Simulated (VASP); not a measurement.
# Fe (Im-3m) in VASP: a series of runs

The runs below take Fe through single point, with PBE, PBE+D3(BJ).

All numbers are computed with VASP 6.6.1; they aren't measurements. Logs are shortened: lines on timing, memory, paths and dates and some standing lists are left out, and cuts for length are marked.

## Step 1: The cell of the first run

Symmetry: Im-3m, No. 229, cubic system. The conventional cell has a = 2.831 Å, b = 2.831 Å, c = 2.831 Å, α = 90.00°, β = 90.00°, γ = 90.00°. Fe (site symmetry m-3m) has 14 Fe at 2.45 to 2.83 Å within 3.2 Å.

## Step 2: Single point, PBE, collinear spin, ferromagnetic start

INCAR reads:

```
PREC     = Accurate       # precision mode
ENCUT    = 520            # plane-wave cutoff, eV
EDIFF    = 1E-7           # SCF threshold, eV
ISMEAR   = -1             # smearing method
SIGMA    = 0.1            # smearing width, eV
LREAL    = F              # projectors in reciprocal space
LASPH    = T              # aspherical terms in the spheres
NELM     = 150            # most SCF steps
ALGO     = Normal         # electronic algorithm
ISIF     = 2              # what is computed and relaxed
LWAVE    = F              # write WAVECAR
LCHARG   = T              # write CHGCAR
ISPIN    = 2              # spin polarisation
MAGMOM   = 2.5            # initial moments
LORBIT   = 11             # projections on sites
LMAXMIX  = 4              # l up to which the mixer works
GGA      = PE             # functional
LELF     = T              # ELF
LVHAR    = T            
NBANDS   = 14             # bands
```

KPOINTS reads:

```
Automatic mesh
0
Gamma
  21 21 21
```

POSCAR reads:

```
Fe
1.0
   -1.4156766615      1.4156766615      1.4156766615
    1.4156766615     -1.4156766615      1.4156766615
    1.4156766615      1.4156766615     -1.4156766615
Fe
1
Direct
    0.0000000000      0.0000000000      0.0000000000
```

Potentials or basis: VASP PAW PBE potentials, release 64 (Fe).

Command:

```bash
$ cat potpaw_PBE.64/Fe/POTCAR > POTCAR
$ mpirun -np 1 vasp_std > vasp.out
```

OUTCAR:

```text
PREC = Accurate
   ENCUT = 520
   EDIFF = 1E-7
   ISMEAR = -1
   LREAL = F
   LASPH = T
   NELM = 150
   ISIF = 2
   ISPIN = 2
   LORBIT = 11
   GGA = PE

 ion  position               nearest neighbor table
   1  0.000  0.000  0.000-

  LATTYP: Found a body centered cubic cell.
 ALAT       =     2.8313533230

  Lattice vectors:

 A1 = (  -1.4156766615,   1.4156766615,   1.4156766615)
 A2 = (   1.4156766615,  -1.4156766615,   1.4156766615)
 A3 = (   1.4156766615,   1.4156766615,  -1.4156766615)

Analysis of symmetry for initial positions (statically):
=====================================================================
 Subroutine PRICEL returns:
 Original cell was already a primitive cell.

 Routine SETGRP: Setting up the symmetry group for a
 body centered cubic supercell.

 Subroutine GETGRP returns: Found 48 space group operations
 (whereof 48 operations were pure point group operations)
 out of a pool of 48 trial point group operations.

The static configuration has the point symmetry O_h .

Analysis of symmetry for dynamics (positions and initial velocities):
=====================================================================
 Subroutine PRICEL returns:
 Original cell was already a primitive cell.

 Routine SETGRP: Setting up the symmetry group for a
 body centered cubic supercell.

 Subroutine GETGRP returns: Found 48 space group operations
 (whereof 48 operations were pure point group operations)
 out of a pool of 48 trial point group operations.

The dynamic configuration has the point symmetry O_h .

Analysis of structural, dynamic, and magnetic symmetry:
=====================================================================
 Subroutine PRICEL returns:
 Original cell was already a primitive cell.

 Routine SETGRP: Setting up the symmetry group for a
 body centered cubic supercell.

 Subroutine GETGRP returns: Found 48 space group operations
 (whereof 48 operations were pure point group operations)
 out of a pool of 48 trial point group operations.

The overall configuration has the point symmetry O_h .

 Subroutine INISYM returns: Found 48 space group operations
 (whereof 48 operations are pure point group operations),
 and found     1 'primitive' translations

----------------------------------------------------------------------------------------

                                     Primitive cell

  volume of cell :      11.3489

  direct lattice vectors                    reciprocal lattice vectors
    -1.415676662  1.415676662  1.415676662     0.000000000  0.353187994  0.353187994
     1.415676662 -1.415676662  1.415676662     0.353187994  0.000000000  0.353187994
     1.415676662  1.415676662 -1.415676662     0.353187994  0.353187994  0.000000000

  length of vectors
     2.452023905  2.452023905  2.452023905     0.499483251  0.499483251  0.499483251

  position of ions in fractional coordinates (direct lattice)
     0.000000000  0.000000000  0.000000000

  ion indices of the primitive-cell ions
   primitive index   ion index
                 1           1

----------------------------------------------------------------------------------------

 KPOINTS: Automatic mesh

Automatic generation of k-mesh.
 Grid dimensions read from file:
 generate k-points for:   21   21   21

 Generating k-lattice:

  Cartesian coordinates                     Fractional coordinates (reciprocal lattice)
     0.000000000  0.016818476  0.016818476     0.047619048  0.000000000  0.000000000
     0.016818476  0.000000000  0.016818476     0.000000000  0.047619048  0.000000000
     0.016818476  0.016818476  0.000000000     0.000000000  0.000000000  0.047619048

  Length of vectors
     0.023784917  0.023784917  0.023784917

  Shift w.r.t. Gamma in fractional coordinates (k-lattice)
     0.000000000  0.000000000  0.000000000

 Subroutine IBZKPT returns following result:
 ===========================================

 Found    286 irreducible k-points:

 Following reciprocal coordinates:
            Coordinates               Weight
  0.000000  0.000000  0.000000      1.000000
  0.047619  0.000000  0.000000     12.000000
  0.095238  0.000000  0.000000     12.000000
  0.142857  0.000000  0.000000     12.000000
  0.190476  0.000000  0.000000     12.000000
  0.238095  0.000000  0.000000     12.000000
[... 16 lines left out ...]
  0.142857  0.095238  0.000000     48.000000
  0.190476  0.095238  0.000000     48.000000
 [... further k-points ...]
   k-points           NKPTS =    286   k-points in BZ     NKDIM =    286   number of bands    NBANDS=     14
   number of dos      NEDOS =    301   number of ions     NIONS =      1
   total plane-waves  NPLWV =   5832
   dimension x,y,z NGX =    18 NGY =   18 NGZ =   18
   dimension x,y,z NGXF=    36 NGYF=   36 NGZF=   36
   ions per type =               1
   NGX,Y,Z   is equivalent  to a cutoff of  12.20, 12.20, 12.20 a.u.
   NGXF,Y,Z  is equivalent  to a cutoff of  24.41, 24.41, 24.41 a.u.
 SYSTEM =  unknown system
   PREC   = accura    normal or accurate (medium, high low for compatibility)
   ISTART =      0    job   : 0-new  1-cont  2-samecut
   ICHARG =      2    charge: 1-file 2-atom 10-const
   ISPIN  =      2    spin polarized calculation?
   LNONCOLLINEAR =      F non collinear calculations
   LSORBIT =      F    spin-orbit coupling
   LASPH  =      T    aspherical Exc in radial PAW
   ENCUT  =  520.0 eV  38.22 Ry    6.18 a.u.   4.56  4.56  4.56*2*pi/ulx,y,z
   NELM   =    150;   NELMIN=  2; NELMDL= -5     # of ELM steps
   EDIFF  = 0.1E-06   stopping-criterion for ELM
   LREAL  =      F    real-space projection
   EDIFFG = 0.1E-05   stopping-criterion for IOM
   NSW    =      0    number of steps for IOM
   IBRION =     -1    ionic relax: 0-MD 1-quasi-New 2-CG
   NFREE  =      0    steps in history (QN), initial steepest desc. (CG)
   ISIF   =      2    stress and relaxation
   ISYM   =      2    0-nonsym 1-usesym 2-fastsym
   POTIM  = 0.5000    time-step for ionic-motion
   TEBEG  =    0.0;   TEEND  =   0.0 temperature during run
   PSTRESS=    0.0 pullay stress
   NELECT =       8.0000    total number of electrons
   NUPDOWN=      -1.0000    fix difference up-down
   EMIN   =  10.00;   EMAX   =-10.00  energy-range for DOS
   EFERMI =   0.00;   METHOD = LEGACY
   ISMEAR =    -1;   SIGMA  =   0.10  broadening in eV -4-tet -1-fermi 0-gaus
   EFERMI_NEDOS =   21; number of points for ismear=-14 and -15
   IALGO  =     38    algorithm
   IMIX   =      4    mixing-type and parameters
     AMIX     =   0.40;   BMIX     =  1.00
     AMIX_MAG =   1.60;   BMIX_MAG =  1.00
  volume/ion in A,a.u.               =      11.35        76.59
  Fermi-wavevector in a.u.,A,eV,Ry     =   1.456982  2.753296 28.882388  2.122796
  Thomas-Fermi vector in A             =   2.573836
   LORBIT       =     11    0 simple, 1 ext, 2 COOP (PROOUT), +10 PAW based schemes
   GGA     = PE    functional components
   LHFCALC =     F    Hartree Fock is set to
   AEXX    =    0.0000 exact exchange contribution
   IVDW    =     0    specifies the selected vdW correction
   LEPSILON=     F    determine dielectric tensor
   LRPA    =     F    only Hartree local field effects (RPA)
 spin polarized calculation
  energy-cutoff  :      520.00
  volume of cell :       11.35
 maximum number of plane-waves:       321
   NGX =  9   NGY =  9   NGZ =  9

 number of electron       8.0000009 magnetization       2.1732079

 Free energy of the ion-electron system (eV)
  ---------------------------------------------------
  ext. energy  EPLUGINS =         0.00000000
  ---------------------------------------------------
  free energy    TOTEN  =        -8.25847805 eV

  energy without entropy =       -8.22678460  energy(sigma->0) =       -8.24263132

 E-fermi :   5.8461     XC(G=0): -13.1231

 val. band max:        5.8419159085   @ k =  -0.4286   0.4286   0.3333
 cond. band min:       5.8544513888   @ k =  -0.2381   0.2381   0.1905
 fundamental gap:      0.0125354804
 Fermi energy:         5.8461027521

 spin component 1

 k-point     1 :       0.0000    0.0000    0.0000
  band No.  band energies     occupation
      1      -2.6033      1.00000
      2       3.5375      1.00000
      3       3.5375      1.00000
      4       3.5375      1.00000
      5       4.7466      0.99998
      6       4.7466      0.99998
      7      30.8664      0.00000
      8      30.8664      0.00000
      9      30.8664      0.00000
     10      35.9554      0.00000
     11      35.9554      0.00000
     12      38.2701      0.00000
     13      38.2701      0.00000
     14      38.2701      0.00000
[... 375 lines left out ...]
 k-point    24 :       0.1905    0.0952    0.0000
  band No.  band energies     occupation
      1      -0.2757      1.00000
      2       3.0235      1.00000
      3       3.2140      1.00000
      4       4.4939      1.00000
      5       4.8610      0.99995
      6       4.9336      0.99989
      7      22.3558      0.00000
      8      25.2594      0.00000
      9      28.9743      0.00000
     10      31.1126      0.00000
     11      35.2300      0.00000
     12      36.2023      0.00000
     13      41.5489      0.00000
     14      42.0710      0.00000

 [... further k-points ...]

 spin component 2

 k-point     1 :       0.0000    0.0000    0.0000
  band No.  band energies     occupation
      1      -2.4386      1.00000
      2       5.4273      0.98505
      3       5.4274      0.98503
      4       5.4275      0.98503
      5       7.4870      0.00000
      6       7.4871      0.00000
      7      30.6149      0.00000
      8      30.6149      0.00000
      9      30.6149      0.00000
     10      36.1546      0.00000
     11      36.1546      0.00000
     12      38.9155      0.00000
     13      38.9155      0.00000
     14      38.9156      0.00000
[... 375 lines left out ...]
 k-point    24 :       0.1905    0.0952    0.0000
  band No.  band energies     occupation
      1      -0.0297      1.00000
      2       4.8064      0.99997
      3       4.9875      0.99981
      4       6.8783      0.00003
      5       7.0493      0.00001
      6       7.6415      0.00000
      7      22.9346      0.00000
      8      25.6274      0.00000
      9      29.5860      0.00000
     10      31.2278      0.00000
     11      35.6144      0.00000
     12      36.6581      0.00000
     13      41.8056      0.00000
     14      42.5539      0.00000

 [... further k-points ...]
[... 5 lines left out ...]
  --------------------------------------------------------------------------------------
  -------------------------------------------------------------------------------------
  Total       -0.0059181     -0.0059181     -0.0059181      0.0000000      0.0000000      0.0000000
  in kB       -0.8354939     -0.8354939     -0.8354939      0.0000000      0.0000000      0.0000000
  external PRESSURE =      -0.8354939 kB  Pullay stress =       0.0000000 kB

 VOLUME and BASIS-vectors are now :
 -----------------------------------------------------------------------------
  energy-cutoff  :      520.00
  volume of cell :       11.35
      direct lattice vectors                 reciprocal lattice vectors
    -1.415676662  1.415676662  1.415676662     0.000000000  0.353187994  0.353187994
     1.415676662 -1.415676662  1.415676662     0.353187994  0.000000000  0.353187994
     1.415676662  1.415676662 -1.415676662     0.353187994  0.353187994  0.000000000

 POSITION                                       TOTAL-FORCE (eV/Angst)
 -----------------------------------------------------------------------------------
      0.00000      0.00000      0.00000         0.000000      0.000000      0.000000
 -----------------------------------------------------------------------------------
    total drift:                                0.000000      0.000000      0.000000

  FREE ENERGIE OF THE ION-ELECTRON SYSTEM (eV)
  ---------------------------------------------------
  free  energy   TOTEN  =        -8.2584780461 eV

  energy  without entropy=       -8.2267845952  energy(sigma->0) =       -8.24263132

 total charge

# of ion       s       p       d       tot
------------------------------------------
    1        0.488   0.542   6.241   7.270

 magnetization (x)

# of ion       s       p       d       tot
------------------------------------------
    1       -0.013  -0.055   2.239   2.171
```

Run time: 1.8 min. Hardware: 1 thread of Intel Xeon 8259CL, shared host; peak memory 0.18 GiB.

Results:

```yaml
Free_energy: -8.2585 eV
Pressure: -0.1 GPa
Net_moment: 2.17 μB per cell
Site_moments: Fe +2.17 μB
Valence_electrons_inside_the_program's_atomic_spheres: Fe 7.27
```

## Step 3: Single point, PBE, collinear spin, ferromagnetic start

This run uses another cell than the first one: it holds 2 atoms, not 1.

INCAR reads:

```
ALGO     = Normal         # electronic algorithm
EDIFF    = 1E-7           # SCF threshold, eV
ENCUT    = 520            # plane-wave cutoff, eV
GGA      = PE             # functional
ISIF     = 2              # what is computed and relaxed
ISMEAR   = -1             # smearing method
ISPIN    = 2              # spin polarisation
LASPH    = T              # aspherical terms in the spheres
LCHARG   = F              # write CHGCAR
LMAXMIX  = 4              # l up to which the mixer works
LORBIT   = 11             # projections on sites
LREAL    = F              # projectors in reciprocal space
LWAVE    = F              # write WAVECAR
MAGMOM   = 2.5 2.5        # initial moments
NBANDS   = 19             # bands
NELM     = 150            # most SCF steps
PREC     = Accurate       # precision mode
SIGMA    = 0.1            # smearing width, eV
```

KPOINTS reads:

```
k-points
0
Gamma
  14 14 14
```

POSCAR reads:

```
Fe
1.0
    2.8313533229      0.0000000000      0.0000000000
    0.0000000000      2.8313533229      0.0000000000
    0.0000000000      0.0000000000      2.8313533229
Fe
2
Direct
    0.0000000000      0.0000000000      0.0000000000
    0.5000000000      0.5000000000      0.5000000000
```

Potentials or basis: VASP PAW PBE potentials, release 64 (Fe).

Command:

```bash
$ cat potpaw_PBE.64/Fe/POTCAR > POTCAR
$ mpirun -np 1 vasp_std > vasp.out
```

OUTCAR:

```text
EDIFF = 1E-7
   ENCUT = 520
   GGA = PE
   ISIF = 2
   ISMEAR = -1
   ISPIN = 2
   LASPH = T
   LORBIT = 11
   LREAL = F
   NELM = 150
   PREC = Accurate

 ion  position               nearest neighbor table
   1  0.000  0.000  0.000-   2 2.45   2 2.45   2 2.45   2 2.45   2 2.45   2 2.45   2 2.45   2 2.45

   2  0.500  0.500  0.500-   1 2.45   1 2.45   1 2.45   1 2.45   1 2.45   1 2.45   1 2.45   1 2.45

  LATTYP: Found a simple cubic cell.
 ALAT       =     2.8313533229

  Lattice vectors:

 A1 = (   2.8313533229,   0.0000000000,   0.0000000000)
 A2 = (   0.0000000000,   2.8313533229,   0.0000000000)
[... 1298 lines left out ...]

 VOLUME and BASIS-vectors are now :
 -----------------------------------------------------------------------------
  energy-cutoff  :      520.00
  volume of cell :       22.70
      direct lattice vectors                 reciprocal lattice vectors
     2.831353323  0.000000000  0.000000000     0.353187994  0.000000000  0.000000000
     0.000000000  2.831353323  0.000000000     0.000000000  0.353187994  0.000000000
     0.000000000  0.000000000  2.831353323     0.000000000  0.000000000  0.353187994

 POSITION                                       TOTAL-FORCE (eV/Angst)
 -----------------------------------------------------------------------------------
      0.00000      0.00000      0.00000         0.000000      0.000000      0.000000
      1.41568      1.41568      1.41568        -0.000000     -0.000000     -0.000000
 -----------------------------------------------------------------------------------
    total drift:                                0.000000      0.000000     -0.000000

  FREE ENERGIE OF THE ION-ELECTRON SYSTEM (eV)
  ---------------------------------------------------
  free  energy   TOTEN  =       -16.5184408403 eV

  energy  without entropy=      -16.4572826719  energy(sigma->0) =      -16.48786176

 total charge

# of ion       s       p       d       tot
------------------------------------------
    1        0.488   0.542   6.241   7.270
    2        0.488   0.542   6.241   7.270
--------------------------------------------------
tot          0.975   1.083  12.482  14.540

 magnetization (x)

# of ion       s       p       d       tot
------------------------------------------
    1       -0.013  -0.055   2.245   2.178
    2       -0.013  -0.055   2.245   2.178
--------------------------------------------------
tot         -0.026  -0.109   4.491   4.356
```

stdout:

```text
POSCAR found type information on POSCAR Fe
 POSCAR found :  1 types and       2 ions
 scaLAPACK will be used
 LDA part: xc-table for (Slater+PW92), standard interpolation
 POSCAR, INCAR and KPOINTS ok, starting setup
 FFT: planning ... GRIDC
 FFT: planning ... GRID_SOFT
 FFT: planning ... GRID
 WAVECAR not read
 entering main loop
```

Run time: 93 s. Hardware: 1 thread of Intel Xeon 8259CL, shared host; peak memory 0.2 GiB.

What came out:

- Free energy: -16.5184 eV
- Pressure: 0.0 GPa
- Net moment: 4.36 μB per cell
- Site moments: Fe +2.18 μB
- Valence electrons inside the program's atomic spheres: Fe 7.27

(Continued in part 2 of 2.)
